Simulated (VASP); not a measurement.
## Ir: relaxation of cell and atoms with LDA

Crystal: Ir.

```
Ir
1.0
     0.00000    1.92696    1.92696
     1.92696    0.00000    1.92696
     1.92696    1.92696    0.00000
Ir
1
Direct
  0.00000 0.00000 0.00000
```

* Program: VASP 6.6.1
* Task: relaxation of cell and atoms
* Functional: LDA
* Potentials or basis: VASP PAW LDA potentials, release 64 (Ir)
* Cutoff: 600 eV
* k mesh: 8 × 8 × 8
* Occupations: gaussian, width 0.1 eV
* Spin: no spin polarisation
* Dipole correction: no
* Further INCAR settings: ALGO = Fast; EDIFF = 1e-06; IBRION = 2; EDIFFG = -0.05; NSW = 100; ISIF = 3

| Property | Result |
| --- | --- |
| Relaxed volume | 13.99 Å³/atom |
| Relaxed cell | a = 2.705 Å, b = 2.705 Å, c = 2.705 Å, α = 60.00°, β = 60.00°, γ = 60.00° |
| Space group after relaxing (to 0.05 Å) | Fm-3m (No. 225) |
| Energy gained by relaxing | 9.3 meV/atom |
| Ionic steps | 3 |
| Pressure after relaxing | -0.4 GPa |

Step by step:
```tsv
step	energy change (eV)	largest force (eV/Å)	pressure (GPa)	volume (Å³)
1	0.0000	0.0000	-8.68	14.31
2	0.1496	0.0000	45.89	12.76
3	-0.0093	0.0000	-0.40	13.99
```

Final structure:
```
CELL_PARAMETERS angstrom
0.00000 1.91268 1.91268
1.91268 0.00000 1.91268
1.91268 1.91268 0.00000
ATOMIC_POSITIONS crystal
Ir 0.00000 0.00000 0.00000
```

Levels at points of the mesh, in eV from the Fermi level:
| k point | band 1 | band 2 | band 3 | band 4 | band 5 | band 6 | band 7 | band 8 |
| --- | --- | --- | --- | --- | --- | --- | --- | --- |
| (0.00, 0.00, 0.00) | -11.27 | -4.04 | -4.04 | -4.04 | -1.24 | -1.24 | 14.26 | 19.88 |
| (0.50, 0.00, 0.00) | -8.29 | -4.12 | -4.12 | -0.79 | 0.87 | 0.87 | 7.32 | 13.81 |
| (0.50, 0.50, 0.00) | -8.08 | -7.54 | 0.87 | 1.45 | 1.45 | 1.68 | 10.62 | 11.70 |

Run time: 16 s on 1 thread of Intel(R) Xeon(R) Platinum 8488C (Sapphire Rapids) (shared host), peak memory 0.15 GiB.

Caveat: spin-orbit coupling is left out, which moves the levels of the heavy elements.
